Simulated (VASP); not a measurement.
# ZnSiP2 (I-42d) in VASP: relaxation of cell and atoms with PBEsol

Aim: the relaxation of cell and atoms of ZnSiP2 with PBEsol.

Everything below comes from runs of VASP 6.6.1. Logs are shortened: lines on timing, memory, paths and dates and some standing lists are left out, and cuts for length are marked.

### 1 The cell of the first run

The structure is tetragonal, space group I-42d (No. 122). The conventional cell has a = 5.418 Å, b = 5.418 Å, c = 10.538 Å, α = 90.00°, β = 90.00°, γ = 90.00°. Within 3.1 Å of Zn (site symmetry -4) lie 4 P at 2.38 Å. Within 3.0 Å of Si (site symmetry -4) lie 4 P at 2.27 Å. Within 3.0 Å of P (site symmetry 2) lie 2 Si at 2.27 Å and 2 Zn at 2.38 Å.

### 2 Relaxation of cell and atoms, PBEsol

The input, INCAR:

```
PREC = Accurate
ENCUT = 500
EDIFF = 1E-7
ISMEAR = 0
SIGMA = 0.02
LREAL = False
LASPH = True
NELM = 120
ALGO = Normal
ISIF = 3
LWAVE = False
LCHARG = False
GGA = PS
IBRION = 2
NSW = 70
EDIFFG = -0.005
GGA_COMPAT = False
NELMIN = 4
```

The input, KPOINTS:

```
Automatic mesh
0
Gamma
  8 8 8
```

The input, POSCAR:

```
ZnSiP2
1.0
   -2.7089149817      2.7089149817      5.2688230777
    2.7089149817     -2.7089149817      5.2688230777
    2.7089149817      2.7089149817     -5.2688230777
Zn Si P
2 2 4
Direct
    0.0000000000      0.0000000000      0.0000000000
    0.7500000000      0.2500000000      0.5000000000
    0.5000000000      0.5000000000      0.0000000000
    0.2500000000      0.7500000000      0.5000000000
    0.3750000000      0.3922484112      0.5172484112
    0.8750000000      0.8577515888      0.4827515888
    0.6077515888      0.1250000000      0.9827515888
    0.1422484112      0.6250000000      0.0172484112
```

Potentials or basis: VASP PAW PBE potentials, release 64 (Zn, Si, P).

On the command line:

```sh
cat potpaw_PBE.64/Zn/POTCAR potpaw_PBE.64/Si/POTCAR potpaw_PBE.64/P/POTCAR > POTCAR
mpirun -np 1 vasp_std > vasp.out
```

OUTCAR:

```text
PREC = Accurate
   ENCUT = 500
   EDIFF = 1E-7
   ISMEAR = 0
   LREAL = False
   LASPH = True
   NELM = 120
   ISIF = 3
   GGA = PS
   IBRION = 2
   NSW = 70
   EDIFFG = -0.005
   NELMIN = 4

 ion  position               nearest neighbor table
   1  0.000  0.000  0.000-   6 2.38   7 2.38   8 2.38   5 2.38
   2  0.750  0.250  0.500-   7 2.38   5 2.38   6 2.38   8 2.38
   3  0.500  0.500  0.000-   5 2.27   6 2.27   7 2.27   8 2.27
   4  0.250  0.750  0.500-   5 2.27   6 2.27   7 2.27   8 2.27
   5  0.375  0.392  0.517-   3 2.27   4 2.27   2 2.38   1 2.38
   6  0.875  0.858  0.483-   3 2.27   4 2.27   1 2.38   2 2.38
   7  0.608  0.125  0.983-   3 2.27   4 2.27   2 2.38   1 2.38
   8  0.142  0.625  0.017-   3 2.27   4 2.27   1 2.38   2 2.38

  LATTYP: Found a body centered tetragonal cell.
 ALAT       =     5.4178299634
 C/A-ratio  =     1.9449938862

  Lattice vectors:

 A1 = (  -2.7089149817,   2.7089149817,   5.2688230777)
 A2 = (   2.7089149817,  -2.7089149817,   5.2688230777)
 A3 = (   2.7089149817,   2.7089149817,  -5.2688230777)

Analysis of symmetry for initial positions (statically):
=====================================================================
 Subroutine PRICEL returns:
 Original cell was already a primitive cell.

 Routine SETGRP: Setting up the symmetry group for a
 body centered tetragonal supercell.

 Subroutine GETGRP returns: Found  8 space group operations
 (whereof  4 operations were pure point group operations)
 out of a pool of 16 trial point group operations.

The static configuration has the point symmetry S_4 .
 The point group associated with its full space group is D_2d.

Analysis of symmetry for dynamics (positions and initial velocities):
=====================================================================
 Subroutine PRICEL returns:
 Original cell was already a primitive cell.

 Routine SETGRP: Setting up the symmetry group for a
 body centered tetragonal supercell.

 Subroutine GETGRP returns: Found  8 space group operations
 (whereof  4 operations were pure point group operations)
 out of a pool of 16 trial point group operations.

The dynamic configuration has the point symmetry S_4 .
 The point group associated with its full space group is D_2d.

 Subroutine INISYM returns: Found  8 space group operations
 (whereof  4 operations are pure point group operations),
 and found     1 'primitive' translations

----------------------------------------------------------------------------------------

                                     Primitive cell

  volume of cell :     154.6551

  direct lattice vectors                    reciprocal lattice vectors
    -2.708914982  2.708914982  5.268823078     0.000000000  0.184575745  0.094897853
     2.708914982 -2.708914982  5.268823078     0.184575745  0.000000000  0.094897853
     2.708914982  2.708914982 -5.268823078     0.184575745  0.184575745  0.000000000

  length of vectors
     6.514363928  6.514363928  6.514363928     0.207542304  0.207542304  0.261029521

  position of ions in fractional coordinates (direct lattice)
     0.000000000  0.000000000  0.000000000
     0.750000000  0.250000000  0.500000000
     0.500000000  0.500000000  0.000000000
     0.250000000  0.750000000  0.500000000
     0.375000000  0.392248411  0.517248411
     0.875000000  0.857751589  0.482751589
     0.607751589  0.125000000  0.982751589
     0.142248411  0.625000000  0.017248411

  ion indices of the primitive-cell ions
   primitive index   ion index
                 1           1
                 2           2
                 3           3
                 4           4
                 5           5
                 6           6
                 7           7
                 8           8

----------------------------------------------------------------------------------------

 KPOINTS: Automatic mesh

Automatic generation of k-mesh.
 Grid dimensions read from file:
 generate k-points for:    8    8    8

 Generating k-lattice:

  Cartesian coordinates                     Fractional coordinates (reciprocal lattice)
     0.000000000  0.023071968  0.011862232     0.125000000  0.000000000 -0.000000000
     0.023071968  0.000000000  0.011862232     0.000000000  0.125000000 -0.000000000
     0.023071968  0.023071968  0.000000000     0.000000000  0.000000000  0.125000000

  Length of vectors
     0.025942788  0.025942788  0.032628690

  Shift w.r.t. Gamma in fractional coordinates (k-lattice)
     0.000000000  0.000000000  0.000000000

 Subroutine IBZKPT returns following result:
 ===========================================

 Found     59 irreducible k-points:

 Following reciprocal coordinates:
            Coordinates               Weight
  0.000000  0.000000  0.000000      1.000000
  0.125000  0.000000  0.000000      8.000000
  0.250000  0.000000  0.000000      8.000000
  0.375000  0.000000  0.000000      8.000000
  0.500000  0.000000  0.000000      4.000000
  0.125000  0.125000  0.000000      8.000000
[... 16 lines left out ...]
  0.250000  0.125000  0.125000     16.000000
  0.375000  0.125000  0.125000      8.000000
 [... further k-points ...]
   k-points           NKPTS =     59   k-points in BZ     NKDIM =     59   number of bands    NBANDS=     31
   number of dos      NEDOS =    301   number of ions     NIONS =      8
   total plane-waves  NPLWV = 110592
   dimension x,y,z NGX =    48 NGY =   48 NGZ =   48
   dimension x,y,z NGXF=    96 NGYF=   96 NGZF=   96
   ions per type =               2   2   4
   NGX,Y,Z   is equivalent  to a cutoff of  12.25, 12.25, 12.25 a.u.
   NGXF,Y,Z  is equivalent  to a cutoff of  24.50, 24.50, 24.50 a.u.
 SYSTEM =  unknown system
   PREC   = accura    normal or accurate (medium, high low for compatibility)
   ISTART =      0    job   : 0-new  1-cont  2-samecut
   ICHARG =      2    charge: 1-file 2-atom 10-const
   ISPIN  =      1    spin polarized calculation?
   LNONCOLLINEAR =      F non collinear calculations
   LSORBIT =      F    spin-orbit coupling
   LASPH  =      T    aspherical Exc in radial PAW
   ENCUT  =  500.0 eV  36.75 Ry    6.06 a.u.  11.88 11.88 11.88*2*pi/ulx,y,z
   NELM   =    120;   NELMIN=  4; NELMDL= -5     # of ELM steps
   EDIFF  = 0.1E-06   stopping-criterion for ELM
   LREAL  =      F    real-space projection
   EDIFFG = -.5E-02   stopping-criterion for IOM
   NSW    =     70    number of steps for IOM
   IBRION =      2    ionic relax: 0-MD 1-quasi-New 2-CG
   NFREE  =      1    steps in history (QN), initial steepest desc. (CG)
   ISIF   =      3    stress and relaxation
   ISYM   =      2    0-nonsym 1-usesym 2-fastsym
   POTIM  = 0.5000    time-step for ionic-motion
   TEBEG  =    0.0;   TEEND  =   0.0 temperature during run
   PSTRESS=    0.0 pullay stress
   NELECT =      52.0000    total number of electrons
   NUPDOWN=      -1.0000    fix difference up-down
   EMIN   =  10.00;   EMAX   =-10.00  energy-range for DOS
   EFERMI =   0.00;   METHOD = LEGACY
   ISMEAR =     0;   SIGMA  =   0.02  broadening in eV -4-tet -1-fermi 0-gaus
   EFERMI_NEDOS =   21; number of points for ismear=-14 and -15
   IALGO  =     38    algorithm
   IMIX   =      4    mixing-type and parameters
     AMIX     =   0.40;   BMIX     =  1.00
     AMIX_MAG =   1.60;   BMIX_MAG =  1.00
  volume/ion in A,a.u.               =      19.33       130.46
  Fermi-wavevector in a.u.,A,eV,Ry     =   1.138381  2.151229 17.631959  1.295912
  Thomas-Fermi vector in A             =   2.275086
   LORBIT       =      0    0 simple, 1 ext, 2 COOP (PROOUT), +10 PAW based schemes
   GGA     = PS    functional components
   LHFCALC =     F    Hartree Fock is set to
   AEXX    =    0.0000 exact exchange contribution
   IVDW    =     0    specifies the selected vdW correction
   LEPSILON=     F    determine dielectric tensor
   LRPA    =     F    only Hartree local field effects (RPA)
 conjugate gradient relaxation of ions
 non-spin polarized calculation
 Gauss-broadening in eV      SIGMA  =   0.02
  energy-cutoff  :      500.00
  volume of cell :      154.66
 maximum number of plane-waves:      3949
   NGX = 23   NGY = 23   NGZ = 23

--------------------------------------- Ionic step        1  -------------------------------------------

 number of electron      51.9999998 magnetization

 Free energy of the ion-electron system (eV)
  ---------------------------------------------------
  ext. energy  EPLUGINS =         0.00000000
  ---------------------------------------------------
  free energy    TOTEN  =       -40.19499472 eV

  energy without entropy =      -40.19499472  energy(sigma->0) =      -40.19499472

 E-fermi :   4.4444     XC(G=0):  -9.8788

 val. band max:        4.3466798393   @ k =   0.0000   0.0000   0.0000
 cond. band min:       5.5825927748   @ k =   0.0000   0.0000   0.0000
 fundamental gap:      1.2359129355
 Fermi energy:         4.4444391493

 k-point     1 :       0.0000    0.0000    0.0000
  band No.  band energies     occupation
      1      -8.5595      2.00000
      2      -5.6780      2.00000
      3      -5.6728      2.00000
      4      -5.6728      2.00000
      5      -4.1592      2.00000
      6      -2.4168      2.00000
[... 805 lines left out ...]
     30       7.9277      0.00000
     31       8.3822      0.00000

 [... further k-points ...]
[... 5 lines left out ...]
  --------------------------------------------------------------------------------------
  -------------------------------------------------------------------------------------
  Total       -2.5766296     -2.5766296     -2.4634867      0.0000000      0.0000000      0.0000000
  in kB      -26.6930515    -26.6930515    -25.5209270      0.0000000      0.0000000      0.0000000
  external PRESSURE =     -26.3023434 kB  Pullay stress =       0.0000000 kB
[... 107 lines left out ...]
  FREE ENERGIE OF THE ION-ELECTRON SYSTEM (eV)
  ---------------------------------------------------
  free  energy   TOTEN  =       -40.2349849964 eV

  energy  without entropy=      -40.2349849964  energy(sigma->0) =      -40.23498500

[... ionic steps 4 to 7 ...]

--------------------------------------- Ionic step        8  -------------------------------------------

 number of electron      52.0000022 magnetization

------------------------ aborting loop because EDIFF is reached ----------------------------------------

  FORCE on cell =-STRESS in cart. coord.  units (eV):
  Direction    XX          YY          ZZ          XY          YZ          ZX
  --------------------------------------------------------------------------------------
  -------------------------------------------------------------------------------------
  Total       -0.0806558     -0.0806558     -0.0193326      0.0000000      0.0000000      0.0000000
  in kB       -0.8614859     -0.8614859     -0.2064924      0.0000000      0.0000000      0.0000000
  external PRESSURE =      -0.6431548 kB  Pullay stress =       0.0000000 kB
[... 69 lines left out ...]
  energy  without entropy=      -40.2375546792  energy(sigma->0) =      -40.23755468

--------------------------------------- Ionic step       10  -------------------------------------------

 number of electron      52.0000023 magnetization

 Free energy of the ion-electron system (eV)
  ---------------------------------------------------
  ext. energy  EPLUGINS =         0.00000000
  ---------------------------------------------------
  free energy    TOTEN  =       -40.23757829 eV

  energy without entropy =      -40.23757829  energy(sigma->0) =      -40.23757829

 E-fermi :   4.7814     XC(G=0): -10.0134

 val. band max:        4.6673137568   @ k =   0.0000   0.0000   0.0000
 cond. band min:       5.8308644311   @ k =   0.0000   0.0000   0.0000
 fundamental gap:      1.1635506743
 Fermi energy:         4.7813500015

 k-point     1 :       0.0000    0.0000    0.0000
  band No.  band energies     occupation
      1      -8.4541      2.00000
      2      -5.4802      2.00000
      3      -5.4755      2.00000
      4      -5.4755      2.00000
      5      -3.9438      2.00000
      6      -2.2373      2.00000
[... 805 lines left out ...]
     30       8.2780      0.00000
     31       8.7403      0.00000

 [... further k-points ...]
[... 5 lines left out ...]
  --------------------------------------------------------------------------------------
  -------------------------------------------------------------------------------------
  Total       -0.0212791     -0.0212791      0.0146845      0.0000000      0.0000000      0.0000000
  in kB       -0.2274164     -0.2274164      0.1569377      0.0000000      0.0000000      0.0000000
  external PRESSURE =      -0.0992984 kB  Pullay stress =       0.0000000 kB
[... 23 lines left out ...]
  FREE ENERGIE OF THE ION-ELECTRON SYSTEM (eV)
  ---------------------------------------------------
  free  energy   TOTEN  =       -40.2375782853 eV

  energy  without entropy=      -40.2375782853  energy(sigma->0) =      -40.23757829

 reached required accuracy - stopping structural energy minimisation
```

Wall time 16 min (1 thread of Intel Xeon 6975P-C (Granite Rapids), shared host); peak memory 0.48 GiB.

What came out:

```yaml
Free_energy: -40.2376 eV
Relaxed_volume: 18.74 Å³/atom
Relaxed_cell: a = 6.452 Å, b = 6.452 Å, c = 6.452 Å, α = 130.94°, β = 130.94°, γ = 71.91°
Space_group_after_relaxing_to_0.05_Å: I-42d (No. 122)
Energy_gained_by_relaxing: 5.3 meV/atom
Ionic_steps: 10
Pressure_after_relaxing: 0.0 GPa
Band_gap_on_the_k_mesh: 1.16 eV, direct
```

Step by step:
```tsv
step	energy change (eV)	largest force (eV/Å)	pressure (GPa)	volume (Å³)
1	0.0000	0.0858	-2.63	154.66
2	-0.0294	0.1435	1.55	147.66
3	-0.0400	0.1235	0.03	149.98
4	-0.0400	0.1244	0.10	149.88
5	-0.0420	0.0530	0.09	149.83
6	-0.0425	0.0033	0.07	149.79
7	-0.0425	0.0003	0.08	149.78
8	-0.0426	0.0018	-0.06	150.00
9	-0.0426	0.0014	-0.02	149.94
10	-0.0426	0.0007	-0.01	149.91
```

Final structure:
```xyz
8
Lattice="-2.6788 2.6788 5.2229 2.6788 -2.6788 5.2229 2.6788 2.6788 -5.2229" Properties=species:S:1:pos:R:3 pbc="T T T"
Zn    2.6788   -2.6788    5.2229
Zn    0.0000    2.6788    2.6115
Si    0.0000    0.0000    5.2229
Si    2.6788    0.0000    2.6115
P     1.4190    1.3394    1.3057
P     1.2597    1.3394    6.5286
P     1.3394    3.9385   -1.3057
P     1.3394   -1.2598    3.9172
```

Caveat: the PAW data sets were made with another functional, which shifts forces and pressure a little. Expect the measured gap to be larger: semilocal functionals such as PBEsol lack the derivative discontinuity.
